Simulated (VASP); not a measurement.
# CdHg3Se4 (P-4m2) in VASP: further runs

CdHg3Se4 is run at these levels: PBE; tasks: single point.

All numbers are computed with VASP 6.6.1; they aren't measurements. Logs are shortened: lines on timing, memory, paths and dates and some standing lists are left out, and cuts for length are marked.

### 1 The cell of the first run

It takes space group P-4m2 (No. 115, tetragonal). The conventional cell has a = 4.330 Å, b = 4.330 Å, c = 12.210 Å, α = 90.00°, β = 90.00°, γ = 90.00°. Cd (site symmetry -4m2) has 4 Se at 2.63 Å within 3.5 Å. Within 3.5 Å of Hg (site symmetry 2mm) lie 4 Se at 2.65 to 2.66 Å. Hg (site symmetry -4m2) has 4 Se at 2.65 Å within 3.5 Å. Se (site symmetry 2mm) has 4 Hg at 2.65 Å within 3.5 Å. Se (site symmetry 2mm) has 2 Cd at 2.63 Å and 2 Hg at 2.66 Å within 3.5 Å.

### 2 Single point, PBE (volume scaled by 0.94, then relaxed in part)

Input file INCAR:

```
SYSTEM = CdHg3Se4
PREC = Accurate ; ENCUT = 520
EDIFF = 1E-6 ; ISMEAR = 0
SIGMA = 0.1 ; LREAL = .False.
LASPH = .True. ; NELM = 80
ALGO = Normal ; ISIF = 2
LWAVE = .False. ; LCHARG = .True.
GGA = PE ; LELF = .True.
LVHAR = .True. ; NBANDS = 46
```

Input file KPOINTS:

```
regular mesh
0
Gamma
  8 8 4
  0 0 0
```

Input file POSCAR:

```
CdHg3Se4
1.0
    4.3296298340      0.0000000000      0.0000000000
    0.0000000000      4.3296298340      0.0000000000
    0.0000000000      0.0000000000     12.2103496299
Cd Hg Se
1 3 4
Direct
    0.5000000000      0.5000000000      0.5000000000
    0.0000000000      0.0000000000      0.7485850000
    0.5000000000      0.5000000000      0.0000000000
    0.0000000000      0.0000000000      0.2514150000
    0.5000000000      0.0000000000      0.8742890000
    0.0000000000      0.5000000000      0.1257110000
    0.5000000000      0.0000000000      0.3773530000
    0.0000000000      0.5000000000      0.6226470000
```

Potentials or basis: VASP PAW PBE potentials, release 64 (Cd, Hg, Se).

The run is started by

```sh
cat potpaw_PBE.64/Cd/POTCAR potpaw_PBE.64/Hg/POTCAR potpaw_PBE.64/Se/POTCAR > POTCAR
mpirun -np 1 vasp_std > vasp.out
```

OUTCAR:

```text
SYSTEM = CdHg3Se4
   PREC = Accurate
   ENCUT = 520
   EDIFF = 1E-6
   ISMEAR = 0
   LREAL = .False.
   LASPH = .True.
   NELM = 80
   ISIF = 2
   GGA = PE

 ion  position               nearest neighbor table
   1  0.500  0.500  0.500-   7 2.63   8 2.63   7 2.63   8 2.63
   2  0.000  0.000  0.749-   5 2.65   5 2.65   8 2.66   8 2.66
   3  0.500  0.500  0.000-   5 2.65   6 2.65   5 2.65   6 2.65
   4  0.000  0.000  0.251-   6 2.65   6 2.65   7 2.66   7 2.66
   5  0.500  0.000  0.874-   2 2.65   2 2.65   3 2.65   3 2.65
   6  0.000  0.500  0.126-   4 2.65   4 2.65   3 2.65   3 2.65
   7  0.500  0.000  0.377-   1 2.63   1 2.63   4 2.66   4 2.66
   8  0.000  0.500  0.623-   1 2.63   1 2.63   2 2.66   2 2.66

  LATTYP: Found a simple tetragonal cell.
 ALAT       =     4.3296298340
 C/A-ratio  =     2.8201832716

  Lattice vectors:

 A1 = (   4.3296298340,   0.0000000000,   0.0000000000)
 A2 = (   0.0000000000,   4.3296298340,   0.0000000000)
 A3 = (   0.0000000000,   0.0000000000,  12.2103496299)

Analysis of symmetry for initial positions (statically):
=====================================================================
 Subroutine PRICEL returns:
 Original cell was already a primitive cell.

 Routine SETGRP: Setting up the symmetry group for a
 simple tetragonal supercell.

 Subroutine GETGRP returns: Found  8 space group operations
 (whereof  8 operations were pure point group operations)
 out of a pool of 16 trial point group operations.

The static configuration has the point symmetry D_2d.

Analysis of symmetry for dynamics (positions and initial velocities):
=====================================================================
 Subroutine PRICEL returns:
 Original cell was already a primitive cell.

 Routine SETGRP: Setting up the symmetry group for a
 simple tetragonal supercell.

 Subroutine GETGRP returns: Found  8 space group operations
 (whereof  8 operations were pure point group operations)
 out of a pool of 16 trial point group operations.

The dynamic configuration has the point symmetry D_2d.

 Subroutine INISYM returns: Found  8 space group operations
 (whereof  8 operations are pure point group operations),
 and found     1 'primitive' translations

----------------------------------------------------------------------------------------

                                     Primitive cell

  volume of cell :     228.8915

  direct lattice vectors                    reciprocal lattice vectors
     4.329629834  0.000000000  0.000000000     0.230966627  0.000000000  0.000000000
     0.000000000  4.329629834  0.000000000     0.000000000  0.230966627  0.000000000
     0.000000000  0.000000000 12.210349630     0.000000000  0.000000000  0.081897737

  length of vectors
     4.329629834  4.329629834 12.210349630     0.230966627  0.230966627  0.081897737

  position of ions in fractional coordinates (direct lattice)
     0.500000000  0.500000000  0.500000000
     0.000000000  0.000000000  0.748585000
     0.500000000  0.500000000  0.000000000
     0.000000000  0.000000000  0.251415000
     0.500000000  0.000000000  0.874289000
     0.000000000  0.500000000  0.125711000
     0.500000000  0.000000000  0.377353000
     0.000000000  0.500000000  0.622647000

  ion indices of the primitive-cell ions
   primitive index   ion index
                 1           1
                 2           2
                 3           3
                 4           4
                 5           5
                 6           6
                 7           7
                 8           8

----------------------------------------------------------------------------------------

 KPOINTS: regular mesh

Automatic generation of k-mesh.
 Grid dimensions read from file:
 generate k-points for:    8    8    4

 Generating k-lattice:

  Cartesian coordinates                     Fractional coordinates (reciprocal lattice)
     0.028870828  0.000000000  0.000000000     0.125000000  0.000000000  0.000000000
     0.000000000  0.028870828  0.000000000     0.000000000  0.125000000  0.000000000
     0.000000000  0.000000000  0.020474434     0.000000000  0.000000000  0.250000000

  Length of vectors
     0.028870828  0.028870828  0.020474434

  Shift w.r.t. Gamma in fractional coordinates (k-lattice)
     0.000000000  0.000000000  0.000000000

 Subroutine IBZKPT returns following result:
 ===========================================

 Found     45 irreducible k-points:

 Following reciprocal coordinates:
            Coordinates               Weight
  0.000000  0.000000  0.000000      1.000000
  0.125000  0.000000  0.000000      4.000000
  0.250000  0.000000  0.000000      4.000000
  0.375000  0.000000  0.000000      4.000000
  0.500000  0.000000  0.000000      2.000000
  0.125000  0.125000  0.000000      4.000000
[... 16 lines left out ...]
  0.375000  0.125000  0.250000     16.000000
  0.500000  0.125000  0.250000      8.000000
 [... further k-points ...]
   k-points           NKPTS =     45   k-points in BZ     NKDIM =     45   number of bands    NBANDS=     46
   number of dos      NEDOS =    301   number of ions     NIONS =      8
   total plane-waves  NPLWV =  98304
   dimension x,y,z NGX =    32 NGY =   32 NGZ =   96
   dimension x,y,z NGXF=    64 NGYF=   64 NGZF=  192
   ions per type =               1   3   4
   NGX,Y,Z   is equivalent  to a cutoff of  12.29, 12.29, 13.07 a.u.
   NGXF,Y,Z  is equivalent  to a cutoff of  24.57, 24.57, 26.14 a.u.
 SYSTEM =  CdHg3Se4
   PREC   = accura    normal or accurate (medium, high low for compatibility)
   ISTART =      0    job   : 0-new  1-cont  2-samecut
   ICHARG =      2    charge: 1-file 2-atom 10-const
   ISPIN  =      1    spin polarized calculation?
   LNONCOLLINEAR =      F non collinear calculations
   LSORBIT =      F    spin-orbit coupling
   LASPH  =      T    aspherical Exc in radial PAW
   ENCUT  =  520.0 eV  38.22 Ry    6.18 a.u.   8.05  8.05 22.70*2*pi/ulx,y,z
   NELM   =     80;   NELMIN=  2; NELMDL= -5     # of ELM steps
   EDIFF  = 0.1E-05   stopping-criterion for ELM
   LREAL  =      F    real-space projection
   EDIFFG = 0.1E-04   stopping-criterion for IOM
   NSW    =      0    number of steps for IOM
   IBRION =     -1    ionic relax: 0-MD 1-quasi-New 2-CG
   NFREE  =      0    steps in history (QN), initial steepest desc. (CG)
   ISIF   =      2    stress and relaxation
   ISYM   =      2    0-nonsym 1-usesym 2-fastsym
   POTIM  = 0.5000    time-step for ionic-motion
   TEBEG  =    0.0;   TEEND  =   0.0 temperature during run
   PSTRESS=    0.0 pullay stress
   NELECT =      72.0000    total number of electrons
   NUPDOWN=      -1.0000    fix difference up-down
   EMIN   =  10.00;   EMAX   =-10.00  energy-range for DOS
   EFERMI =   0.00;   METHOD = LEGACY
   ISMEAR =     0;   SIGMA  =   0.10  broadening in eV -4-tet -1-fermi 0-gaus
   EFERMI_NEDOS =   21; number of points for ismear=-14 and -15
   IALGO  =     38    algorithm
   IMIX   =      4    mixing-type and parameters
     AMIX     =   0.40;   BMIX     =  1.00
     AMIX_MAG =   1.60;   BMIX_MAG =  1.00
  volume/ion in A,a.u.               =      28.61       193.08
  Fermi-wavevector in a.u.,A,eV,Ry     =   1.113378  2.103978 16.865911  1.239610
  Thomas-Fermi vector in A             =   2.249962
   LORBIT       =      0    0 simple, 1 ext, 2 COOP (PROOUT), +10 PAW based schemes
   GGA     = PE    functional components
   LHFCALC =     F    Hartree Fock is set to
   AEXX    =    0.0000 exact exchange contribution
   IVDW    =     0    specifies the selected vdW correction
   LEPSILON=     F    determine dielectric tensor
   LRPA    =     F    only Hartree local field effects (RPA)
 non-spin polarized calculation
 Gauss-broadening in eV      SIGMA  =   0.10
  energy-cutoff  :      520.00
  volume of cell :      228.89
 maximum number of plane-waves:      6272
   NGX = 17   NGY = 17   NGZ = 45

 number of electron      71.9999996 magnetization

 Free energy of the ion-electron system (eV)
  ---------------------------------------------------
  ext. energy  EPLUGINS =         0.00000000
  ---------------------------------------------------
  free energy    TOTEN  =       -17.59040211 eV

  energy without entropy =      -17.58948368  energy(sigma->0) =      -17.58994290

 E-fermi :   1.4520     XC(G=0):  -8.9281

 val. band max:        1.3983325798   @ k =   0.0000   0.0000   0.0000
 cond. band min:       1.8800332542   @ k =   0.0000   0.0000   0.2500
 fundamental gap:      0.4817006743
 Fermi energy:         1.4519732237

 k-point     1 :       0.0000    0.0000    0.0000
  band No.  band energies     occupation
      1     -11.7589      2.00000
      2     -11.4818      2.00000
      3     -11.4317      2.00000
      4     -11.1614      2.00000
      5      -6.7753      2.00000
      6      -6.7753      2.00000
[... 38 lines left out ...]
     45       7.0089      0.00000
     46       7.0089      0.00000

 k-point     2 :       0.1250    0.0000    0.0000
  band No.  band energies     occupation
      1     -11.7178      2.00000
      2     -11.4595      2.00000
      3     -11.4110      2.00000
      4     -11.1622      2.00000
      5      -6.7730      2.00000
      6      -6.7695      2.00000
[... 38 lines left out ...]
     45       7.1054      0.00000
     46       7.2488      0.00000

 k-point     3 :       0.2500    0.0000    0.0000
  band No.  band energies     occupation
      1     -11.6084      2.00000
      2     -11.4055      2.00000
      3     -11.3602      2.00000
      4     -11.1726      2.00000
      5      -6.7673      2.00000
      6      -6.7417      2.00000
[... 38 lines left out ...]
     45       7.3726      0.00000
     46       7.6234      0.00000

 k-point     4 :       0.3750    0.0000    0.0000
  band No.  band energies     occupation
      1     -11.4686      2.00000
      2     -11.3535      2.00000
      3     -11.3084      2.00000
      4     -11.2083      2.00000
      5      -6.7613      2.00000
      6      -6.7042      2.00000
[... 920 lines left out ...]
     45       7.4579      0.00000
     46       7.5682      0.00000

 k-point    23 :       0.3750    0.1250    0.2500
  band No.  band energies     occupation
      1     -11.4349      2.00000
      2     -11.3503      2.00000
      3     -11.2700      2.00000
      4     -11.2007      2.00000
      5      -6.7545      2.00000
      6      -6.6766      2.00000
[... 38 lines left out ...]
     45       7.5743      0.00000
     46       7.7592      0.00000

 k-point    24 :       0.5000    0.1250    0.2500
  band No.  band energies     occupation
      1     -11.3368      2.00000
      2     -11.3366      2.00000
      3     -11.2646      2.00000
      4     -11.2305      2.00000
      5      -6.7500      2.00000
      6      -6.6587      2.00000
[... 38 lines left out ...]
     45       7.4797      0.00000
     46       7.4845      0.00000

 [... further k-points ...]
[... 5 lines left out ...]
  --------------------------------------------------------------------------------------
  -------------------------------------------------------------------------------------
  Total        4.8181981      4.8181981      4.8225591      0.0000000      0.0000000      0.0000000
  in kB       33.7260596     33.7260596     33.7565848      0.0000000      0.0000000      0.0000000
  external PRESSURE =      33.7362347 kB  Pullay stress =       0.0000000 kB

 VOLUME and BASIS-vectors are now :
 -----------------------------------------------------------------------------
  energy-cutoff  :      520.00
  volume of cell :      228.89
      direct lattice vectors                 reciprocal lattice vectors
     4.329629834  0.000000000  0.000000000     0.230966627  0.000000000  0.000000000
     0.000000000  4.329629834  0.000000000     0.000000000  0.230966627  0.000000000
     0.000000000  0.000000000 12.210349630     0.000000000  0.000000000  0.081897737

 POSITION                                       TOTAL-FORCE (eV/Angst)
 -----------------------------------------------------------------------------------
      2.16481      2.16481      6.10517        -0.000000      0.000000      0.000000
      0.00000      0.00000      9.14048         0.000000     -0.000000     -0.001082
      2.16481      2.16481      0.00000         0.000000      0.000000      0.000000
      0.00000      0.00000      3.06987         0.000000     -0.000000      0.001082
      2.16481      0.00000     10.67537         0.000000      0.000000      0.000248
      0.00000      2.16481      1.53498         0.000000      0.000000     -0.000248
      2.16481      0.00000      4.60761         0.000000      0.000000      0.004782
      0.00000      2.16481      7.60274         0.000000     -0.000000     -0.004782
 -----------------------------------------------------------------------------------
    total drift:                                0.000000     -0.000000     -0.000000

  FREE ENERGIE OF THE ION-ELECTRON SYSTEM (eV)
  ---------------------------------------------------
  free  energy   TOTEN  =       -17.5904021139 eV

  energy  without entropy=      -17.5894836846  energy(sigma->0) =      -17.58994290
```

Wall time 3.6 min (1 thread of Intel Xeon 6975P-C (Granite Rapids), shared host); peak memory 0.59 GiB.

What came out:

```yaml
Free_energy: -17.5904 eV
Pressure: 3.4 GPa
Largest_force: 0.005 eV/Å
Band_gap_on_the_k_mesh: zero (filled and empty bands touch)
```

Forces in eV/Å, atoms in the order of the input:
```
Cd   0.000  0.000  0.000
Hg   0.000  0.000 -0.001
Hg   0.000  0.000  0.000
Hg   0.000  0.000  0.001
Se   0.000  0.000  0.000
Se   0.000  0.000  0.000
Se   0.000  0.000  0.005
Se   0.000  0.000 -0.005
```

Caveat: spin-orbit coupling is left out, which moves the levels of the heavy elements.

### 3 Single point, PBE (volume scaled by 0.97, then relaxed in part)

Input file INCAR:

```
SYSTEM = CdHg3Se4
ALGO     = Normal         ! electronic algorithm
EDIFF    = 1E-6           ! SCF threshold, eV
ENCUT    = 520            ! plane-wave cutoff, eV
GGA      = PE             ! functional
ISIF     = 2              ! what is computed and relaxed
ISMEAR   = 0              ! smearing method
LASPH    = .TRUE.         ! aspherical terms in the spheres
LCHARG   = .FALSE.        ! write CHGCAR
LREAL    = .FALSE.        ! projectors in reciprocal space
LWAVE    = .FALSE.        ! write WAVECAR
NBANDS   = 46             ! bands
NELM     = 100            ! most SCF steps
PREC     = Accurate       ! precision mode
SIGMA    = 0.1            ! smearing width, eV
```

Input file KPOINTS:

```
k-points
0
G
  8 8 4
  0 0 0
```

POSCAR, as its differences from that of step 2:

```diff
@@ -2,5 +2,5 @@
 1.0
-    4.3296298340      0.0000000000      0.0000000000
-    0.0000000000      4.3296298340      0.0000000000
-    0.0000000000      0.0000000000     12.2103496299
+    4.3752082343      0.0000000000      0.0000000000
+    0.0000000000      4.3752082343      0.0000000000
+    0.0000000000      0.0000000000     12.3388890720
 Cd Hg Se
```

Potentials or basis: VASP PAW PBE potentials, release 64 (Cd, Hg, Se).

The run is started by

```sh
cat potpaw_PBE.64/Cd/POTCAR potpaw_PBE.64/Hg/POTCAR potpaw_PBE.64/Se/POTCAR > POTCAR
mpirun -np 1 vasp_std > vasp.out
```

It took 4.5 min on 1 thread of Intel Xeon 6975P-C (Granite Rapids), shared host; peak memory 0.63 GiB.

The run converged. Its results:

| Quantity | Value |
| --- | --- |
| Free energy | -17.7054 eV |
| Pressure | 1.6 GPa |
| Band gap on the k mesh | zero (filled and empty bands touch) |

Levels at points of the mesh, in eV from the Fermi level:
```
           k point  band 33  band 34  band 35  band 36  band 37  band 38  band 39  band 40
(0.00, 0.00, 0.00)    -1.09    -0.67    -0.07    -0.06    -0.06     2.22     2.42     2.99
(0.50, 0.00, 0.00)    -0.87    -0.86    -0.84    -0.83     1.12     1.46     2.46     2.95
(0.50, 0.50, 0.00)    -2.08    -2.06    -2.06    -2.02     2.64     2.98     3.07     3.07
(0.00, 0.00, 0.50)    -0.51    -0.51    -0.33    -0.33     0.97     1.22     2.74     3.05
(0.50, 0.00, 0.50)    -1.12    -0.87    -0.84    -0.83     1.80     1.82     1.85     2.61
(0.50, 0.50, 0.50)    -2.23    -2.21    -2.12    -2.10     2.97     3.10     3.13     3.69
```

Caveat: spin-orbit coupling is left out, which moves the levels of the heavy elements.
